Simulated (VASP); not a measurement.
# LiB7 (P-6m2) in VASP: a series of runs

The runs below take LiB7 through single point, relaxation of cell and atoms, with PBE.

All numbers are computed with VASP 6.6.1; they aren't measurements. Logs are shortened: lines on timing, memory, paths and dates and some standing lists are left out, and cuts for length are marked.

### 1 The cell of the first run

It takes space group P-6m2 (No. 187, hexagonal). The conventional cell has a = 2.944 Å, b = 2.944 Å, c = 7.789 Å, α = 90.00°, β = 90.00°, γ = 120.00°. Within 3.1 Å of Li (site symmetry -6m2) lie 14 B at 2.35 to 3.08 Å and 6 Li at 2.94 Å. B (site symmetry 3m) has 7 B at 1.71 to 2.11 Å within 2.3 Å. B (site symmetry -6m2) has 8 B at 1.88 to 2.06 Å within 2.5 Å. Within 2.3 Å of B (site symmetry 3m) lie 6 B at 1.71 to 2.24 Å. Within 2.2 Å of B (site symmetry 3m) lie 7 B at 1.62 to 2.11 Å.

### 2 Single point, PBE

File INCAR:

```
ALGO = Normal
EDIFF = 1E-7
ENCUT = 520
GGA = PE
ISIF = 2
ISMEAR = 0
LASPH = True
LCHARG = True
LELF = True
LREAL = False
LVHAR = True
LWAVE = False
NBANDS = 22
NELM = 100
PREC = Accurate
SIGMA = 0.1
```

File KPOINTS:

```
k-points
0
Gamma
  12 12 6
```

File POSCAR:

```
LiB7
1.0
    2.9436904660      0.0000000000      0.0000000000
   -1.4718452330      2.5493107245      0.0000000000
    0.0000000000      0.0000000000      7.7890905058
Li B
1 7
Direct
    0.6666666667      0.3333333333      0.5000000000
    0.0000000000      0.0000000000      0.7357874953
    0.0000000000      0.0000000000      0.0000000000
    0.0000000000      0.0000000000      0.2642125047
    0.3333333333      0.6666666667      0.7090184048
    0.3333333333      0.6666666667      0.2909815952
    0.6666666667      0.3333333333      0.8960255119
    0.6666666667      0.3333333333      0.1039744881
```

Potentials or basis: VASP PAW PBE potentials, release 64 (Li_sv, B).

The run is started by

```bash
$ cat potpaw_PBE.64/Li_sv/POTCAR potpaw_PBE.64/B/POTCAR > POTCAR
$ mpirun -np 1 vasp_std > vasp.out
```

OUTCAR:

```text
EDIFF = 1E-7
   ENCUT = 520
   GGA = PE
   ISIF = 2
   ISMEAR = 0
   LASPH = True
   LREAL = False
   NELM = 100
   PREC = Accurate

 ion  position               nearest neighbor table
   1  0.667  0.333  0.500-   5 2.35   6 2.35   5 2.35   6 2.35   5 2.35   6 2.35
   2  0.000  0.000  0.736-   5 1.71   5 1.71   5 1.71   3 2.06   7 2.11   7 2.11   7 2.11
   3  0.000  0.000  0.000-   7 1.88   8 1.88   7 1.88   8 1.88   7 1.88   8 1.88   2 2.06   4 2.06

   4  0.000  0.000  0.264-   6 1.71   6 1.71   6 1.71   3 2.06   8 2.11   8 2.11   8 2.11
   5  0.333  0.667  0.709-   2 1.71   2 1.71   2 1.71   1 2.35   1 2.35   1 2.35
   6  0.333  0.667  0.291-   4 1.71   4 1.71   4 1.71   1 2.35   1 2.35   1 2.35
   7  0.667  0.333  0.896-   8 1.62   3 1.88   3 1.88   3 1.88   2 2.11   2 2.11   2 2.11
   8  0.667  0.333  0.104-   7 1.62   3 1.88   3 1.88   3 1.88   4 2.11   4 2.11   4 2.11

  LATTYP: Found a hexagonal cell.
 ALAT       =     2.9436904660
 C/A-ratio  =     2.6460290563

  Lattice vectors:

 A1 = (   2.9436904660,   0.0000000000,   0.0000000000)
 A2 = (  -1.4718452330,   2.5493107245,   0.0000000000)
 A3 = (   0.0000000000,   0.0000000000,   7.7890905058)

Analysis of symmetry for initial positions (statically):
=====================================================================
 Subroutine PRICEL returns:
 Original cell was already a primitive cell.

 Routine SETGRP: Setting up the symmetry group for a
 hexagonal supercell.

 Subroutine GETGRP returns: Found 12 space group operations
 (whereof 12 operations were pure point group operations)
 out of a pool of 24 trial point group operations.

The static configuration has the point symmetry D_3h.

Analysis of symmetry for dynamics (positions and initial velocities):
=====================================================================
 Subroutine PRICEL returns:
 Original cell was already a primitive cell.

 Routine SETGRP: Setting up the symmetry group for a
 hexagonal supercell.

 Subroutine GETGRP returns: Found 12 space group operations
 (whereof 12 operations were pure point group operations)
 out of a pool of 24 trial point group operations.

The dynamic configuration has the point symmetry D_3h.

 Subroutine INISYM returns: Found 12 space group operations
 (whereof 12 operations are pure point group operations),
 and found     1 'primitive' translations

----------------------------------------------------------------------------------------

                                     Primitive cell

  volume of cell :      58.4523

  direct lattice vectors                    reciprocal lattice vectors
     2.943690466  0.000000000  0.000000000     0.339709630  0.196131447  0.000000000
    -1.471845233  2.549310725  0.000000000     0.000000000  0.392262893  0.000000000
     0.000000000  0.000000000  7.789090506     0.000000000  0.000000000  0.128384694

  length of vectors
     2.943690466  2.943690466  7.789090506     0.392262893  0.392262893  0.128384694

  position of ions in fractional coordinates (direct lattice)
     0.666666667  0.333333333  0.500000000
     0.000000000  0.000000000  0.735787495
     0.000000000  0.000000000  0.000000000
     0.000000000  0.000000000  0.264212505
     0.333333333  0.666666667  0.709018405
     0.333333333  0.666666667  0.290981595
     0.666666667  0.333333333  0.896025512
     0.666666667  0.333333333  0.103974488

  ion indices of the primitive-cell ions
   primitive index   ion index
                 1           1
                 2           2
                 3           3
                 4           4
                 5           5
                 6           6
                 7           7
                 8           8

----------------------------------------------------------------------------------------

 KPOINTS: k-points

Automatic generation of k-mesh.
 Grid dimensions read from file:
 generate k-points for:   12   12    6

 Generating k-lattice:

  Cartesian coordinates                     Fractional coordinates (reciprocal lattice)
     0.028309136  0.016344287  0.000000000     0.083333333  0.000000000  0.000000000
     0.000000000  0.032688574  0.000000000     0.000000000  0.083333333  0.000000000
     0.000000000  0.000000000  0.021397449     0.000000000  0.000000000  0.166666667

  Length of vectors
     0.032688574  0.032688574  0.021397449

  Shift w.r.t. Gamma in fractional coordinates (k-lattice)
     0.000000000  0.000000000  0.000000000

 Subroutine IBZKPT returns following result:
 ===========================================

 Found     76 irreducible k-points:

 Following reciprocal coordinates:
            Coordinates               Weight
  0.000000  0.000000  0.000000      1.000000
  0.083333  0.000000  0.000000      6.000000
  0.166667  0.000000  0.000000      6.000000
  0.250000  0.000000  0.000000      6.000000
  0.333333 -0.000000  0.000000      6.000000
  0.416667  0.000000  0.000000      6.000000
[... 16 lines left out ...]
  0.250000  0.000000  0.166667     12.000000
  0.333333 -0.000000  0.166667     12.000000
 [... further k-points ...]
   k-points           NKPTS =     76   k-points in BZ     NKDIM =     76   number of bands    NBANDS=     22
   number of dos      NEDOS =    301   number of ions     NIONS =      8
   total plane-waves  NPLWV =  34560
   dimension x,y,z NGX =    24 NGY =   24 NGZ =   60
   dimension x,y,z NGXF=    48 NGYF=   48 NGZF=  120
   ions per type =               1   7
   NGX,Y,Z   is equivalent  to a cutoff of  13.55, 13.55, 12.81 a.u.
   NGXF,Y,Z  is equivalent  to a cutoff of  27.11, 27.11, 25.61 a.u.
 SYSTEM =  unknown system
   PREC   = accura    normal or accurate (medium, high low for compatibility)
   ISTART =      0    job   : 0-new  1-cont  2-samecut
   ICHARG =      2    charge: 1-file 2-atom 10-const
   ISPIN  =      1    spin polarized calculation?
   LNONCOLLINEAR =      F non collinear calculations
   LSORBIT =      F    spin-orbit coupling
   LASPH  =      T    aspherical Exc in radial PAW
   ENCUT  =  520.0 eV  38.22 Ry    6.18 a.u.   5.47  5.47 14.48*2*pi/ulx,y,z
   NELM   =    100;   NELMIN=  2; NELMDL= -5     # of ELM steps
   EDIFF  = 0.1E-06   stopping-criterion for ELM
   LREAL  =      F    real-space projection
   EDIFFG = 0.1E-05   stopping-criterion for IOM
   NSW    =      0    number of steps for IOM
   IBRION =     -1    ionic relax: 0-MD 1-quasi-New 2-CG
   NFREE  =      0    steps in history (QN), initial steepest desc. (CG)
   ISIF   =      2    stress and relaxation
   ISYM   =      2    0-nonsym 1-usesym 2-fastsym
   POTIM  = 0.5000    time-step for ionic-motion
   TEBEG  =    0.0;   TEEND  =   0.0 temperature during run
   PSTRESS=    0.0 pullay stress
   NELECT =      24.0000    total number of electrons
   NUPDOWN=      -1.0000    fix difference up-down
   EMIN   =  10.00;   EMAX   =-10.00  energy-range for DOS
   EFERMI =   0.00;   METHOD = LEGACY
   ISMEAR =     0;   SIGMA  =   0.10  broadening in eV -4-tet -1-fermi 0-gaus
   EFERMI_NEDOS =   21; number of points for ismear=-14 and -15
   IALGO  =     38    algorithm
   IMIX   =      4    mixing-type and parameters
     AMIX     =   0.40;   BMIX     =  1.00
     AMIX_MAG =   1.60;   BMIX_MAG =  1.00
  volume/ion in A,a.u.               =       7.31        49.31
  Fermi-wavevector in a.u.,A,eV,Ry     =   1.216778  2.299377 20.144089  1.480549
  Thomas-Fermi vector in A             =   2.352121
   LORBIT       =      0    0 simple, 1 ext, 2 COOP (PROOUT), +10 PAW based schemes
   GGA     = PE    functional components
   LHFCALC =     F    Hartree Fock is set to
   AEXX    =    0.0000 exact exchange contribution
   IVDW    =     0    specifies the selected vdW correction
   LEPSILON=     F    determine dielectric tensor
   LRPA    =     F    only Hartree local field effects (RPA)
 non-spin polarized calculation
 Gauss-broadening in eV      SIGMA  =   0.10
  energy-cutoff  :      520.00
  volume of cell :       58.45
 maximum number of plane-waves:      1619
 NGX is ok and might be reduce to    24
   NGX = 11   NGY = 11   NGZ = 29

 number of electron      24.0000005 magnetization

 Free energy of the ion-electron system (eV)
  ---------------------------------------------------
  ext. energy  EPLUGINS =         0.00000000
  ---------------------------------------------------
  free energy    TOTEN  =       -44.85186546 eV

  energy without entropy =      -44.84388450  energy(sigma->0) =      -44.84787498

 E-fermi :   6.5861     XC(G=0): -11.4997

 val. band max:        6.5821894758   @ k =   0.0833   0.0833   0.0000
 cond. band min:       6.5878338335   @ k =   0.0833   0.0000   0.1667
 fundamental gap:      0.0056443577
 Fermi energy:         6.5861350522

 k-point     1 :       0.0000    0.0000    0.0000
  band No.  band energies     occupation
      1     -38.9511      2.00000
      2      -9.9761      2.00000
      3      -7.7873      2.00000
      4      -5.0513      2.00000
      5      -0.4433      2.00000
      6       1.1618      2.00000
[... 14 lines left out ...]
     21      14.4321      0.00000
     22      14.4321      0.00000

 k-point     2 :       0.0833    0.0000    0.0000
  band No.  band energies     occupation
      1     -38.9496      2.00000
      2      -9.8506      2.00000
      3      -7.6611      2.00000
      4      -4.9410      2.00000
      5      -0.3243      2.00000
      6       1.2246      2.00000
[... 14 lines left out ...]
     21      14.6351      0.00000
     22      15.0075      0.00000

 k-point     3 :       0.1667    0.0000    0.0000
  band No.  band energies     occupation
      1     -38.9456      2.00000
      2      -9.4748      2.00000
      3      -7.2831      2.00000
      4      -4.6133      2.00000
      5       0.0233      2.00000
      6       1.2061      2.00000
[... 14 lines left out ...]
     21      14.9249      0.00000
     22      15.9664      0.00000
[... 476 lines left out ...]
 k-point    23 :       0.2500    0.0000    0.1667
  band No.  band energies     occupation
      1     -38.9401      2.00000
      2      -8.8487      2.00000
      3      -6.6741      2.00000
      4      -4.0228      2.00000
      5      -0.1692      2.00000
      6       0.2456      2.00000
[... 14 lines left out ...]
     21      15.3498      0.00000
     22      15.9875      0.00000

 k-point    24 :       0.3333   -0.0000    0.1667
  band No.  band energies     occupation
      1     -38.9346      2.00000
      2      -7.9833      2.00000
      3      -5.8025      2.00000
      4      -3.3845      2.00000
      5      -1.8976      2.00000
      6      -0.0634      2.00000
[... 14 lines left out ...]
     21      15.5777      0.00000
     22      16.5004      0.00000

 [... further k-points ...]
[... 5 lines left out ...]
  --------------------------------------------------------------------------------------
  -------------------------------------------------------------------------------------
  Total       -0.0063656     -0.0063656     -0.0022995      0.0000000     -0.0000000      0.0000000
  in kB       -0.1744822     -0.1744822     -0.0630292      0.0000000     -0.0000000      0.0000000
  external PRESSURE =      -0.1373312 kB  Pullay stress =       0.0000000 kB

 VOLUME and BASIS-vectors are now :
 -----------------------------------------------------------------------------
  energy-cutoff  :      520.00
  volume of cell :       58.45
      direct lattice vectors                 reciprocal lattice vectors
     2.943690466  0.000000000  0.000000000     0.339709630  0.196131447  0.000000000
    -1.471845233  2.549310725  0.000000000     0.000000000  0.392262893  0.000000000
     0.000000000  0.000000000  7.789090506     0.000000000  0.000000000  0.128384694

 POSITION                                       TOTAL-FORCE (eV/Angst)
 -----------------------------------------------------------------------------------
      1.47185      0.84977      3.89455         0.000000     -0.000000      0.000000
      0.00000      0.00000      5.73112        -0.000000      0.000000     -0.000460
      0.00000      0.00000      0.00000         0.000000     -0.000000      0.000000
      0.00000      0.00000      2.05798         0.000000      0.000000      0.000460
     -0.00000      1.69954      5.52261         0.000000      0.000000      0.001178
     -0.00000      1.69954      2.26648         0.000000     -0.000000     -0.001178
      1.47185      0.84977      6.97922        -0.000000      0.000000     -0.023091
      1.47185      0.84977      0.80987        -0.000000     -0.000000      0.023091
 -----------------------------------------------------------------------------------
    total drift:                               -0.000000      0.000000      0.000000

  FREE ENERGIE OF THE ION-ELECTRON SYSTEM (eV)
  ---------------------------------------------------
  free  energy   TOTEN  =       -44.8518654592 eV

  energy  without entropy=      -44.8438845041  energy(sigma->0) =      -44.84787498
```

It took 46 s on 1 thread of AMD EPYC 9R45 (Zen 5), shared host; peak memory 0.18 GiB.

What came out:

- Free energy: -44.8519 eV
- Largest force: 0.023 eV/Å
- Band gap on the k mesh: zero (band 12 reaches 6.96 eV, above the bottom of band 13 at 5.81 eV)

Forces in eV/Å, atoms in the order of the input:
```
Li   0.000  0.000  0.000
B    0.000  0.000  0.000
B    0.000  0.000  0.000
B    0.000  0.000  0.000
B    0.000  0.000  0.001
B    0.000  0.000 -0.001
B    0.000  0.000 -0.023
B    0.000  0.000  0.023
```

Caveat: the cutoff is under 1.25 times the usual one of these potentials, so pressure, stress and relaxed cells hold a basis-set (Pulay) error.

(Part 1 of 3 ends here.)
